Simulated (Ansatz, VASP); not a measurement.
Two plane-wave programs on MnO2

```
CELL_PARAMETERS angstrom
1.42843 0.82471 4.58393
-1.42843 0.82471 4.58393
0.00000 -1.64941 4.58393
ATOMIC_POSITIONS crystal
Mn 0.00000 0.00000 0.00000
O 0.73564 0.73564 0.73564
O 0.26436 0.26436 0.26436
```

Alike in both runs: task single point; functional PBEsol; k mesh 11 × 11 × 11; occupations fermi-dirac, width 0.05 eV; collinear spin.

|  | VASP | Ansatz |
| --- | --- | --- |
| version | VASP 6.6.1 | Ansatz 0.2.0 |
| potentials or method | VASP PAW PBE potentials, release 64 (Mn_pv, O) | Ansatz PAW |
| plane-wave cutoff (eV) | 600 | 420 |
| valence electrons in the cell | 25 | 27 |

Ansatz gave:

| Quantity | Value |
| --- | --- |
| gap on the k mesh at the Fermi level (eV) | 0.77 |
| least direct gap on the mesh (eV) | 0.83 |
| pressure (GPa) | -2.0 |
| traceless stress, the component that is largest in VASP (GPa) | 1.43 |
| rms of the force components (eV/Å) | 0.077 |
| net moment per atom (μB) | 1.00 |
| size of the moment on the site where the two differ most (μB) | 2.49 |

Estimate VASP's values.

gap on the k mesh at the Fermi level (eV): 0.73; least direct gap on the mesh (eV): 0.80; pressure (GPa): -1.3; traceless stress, the component that is largest in VASP (GPa): 1.05; rms of the force components (eV/Å): 0.040; net moment per atom (μB): 1.00; size of the moment on the site where the two differ most (μB): 2.84.

VASP's potentials were made for PBE, not for PBEsol. Site moments also hang on the region over which each program counts them. Atom by atom the forces differ by 0.037 eV/Å (rms over components). VASP's potentials hold 25 valence electrons a cell and Ansatz's 27, so a difference there can come from the potentials and not from the codes.

Noted on Ansatz's run: odd divisions of the mesh miss points on the zone boundary, where band edges often lie, so the gap on the mesh can be too wide.
